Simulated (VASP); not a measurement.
Runs of VASP 6.6.1 on AlN (zincblende type). The structure is that of space group F-43m (No. 216), or close to it. The cells are those of the table. 

| task | cell | k mesh | cutoff (eV) | gap on the mesh (eV) | pressure (GPa) |
| --- | --- | --- | --- | --- | --- |
| single point | a = 3.099, b = 3.099, c = 3.145 Å, angles 59.5, 59.5, 61.0°, 2 atoms | 13 × 13 × 13 | 520 | 3.24 | -0.4 |
| single point | a = 3.114 Å, angles 60.0°, 2 atoms | 10 × 10 × 10 | 520 | 3.30 | -0.3 |
| single point | a = 3.114 Å, angles 60.0°, 2 atoms | 6 × 6 × 6 | 520 | 3.30 | -0.3 |
| electric field gradients | a = 3.099, b = 3.099, c = 3.145 Å, angles 59.5, 59.5, 61.0°, 2 atoms | 13 × 13 × 13 | 520 | 3.24 | -0.3 |
| single point | a = 3.114 Å, angles 60.0°, 2 atoms | 18 × 18 × 18 | 520 | 3.30 | -0.3 |
| single point | a = 3.114 Å, angles 60.0°, 2 atoms | 4 × 4 × 4 | 520 | (a) | -0.3 |
| electric field gradients | a = 3.114 Å, angles 60.0°, 2 atoms | 13 × 13 × 13 | 520 | 3.31 | -0.2 |
| relaxation of cell and atoms | relaxed from a = 3.157 Å, angles 60.0°, 2 atoms | 13 × 13 × 13 | 600 | 3.39 | 0.0 |
| single point | a = 3.114 Å, angles 60.0°, 2 atoms | 13 × 13 × 13 | 520 | 3.39 | -0.3 |

Alike in all rows: level PBE; potentials or basis VASP PAW PBE potentials, release 64 (Al, N); no spin polarisation; smearing fermi-dirac 0.08 eV.

Q: Estimate the missing entries.

A: (a) 3.28.

Caveats: some runs use coarse meshes.

A k mesh can miss the band edges.
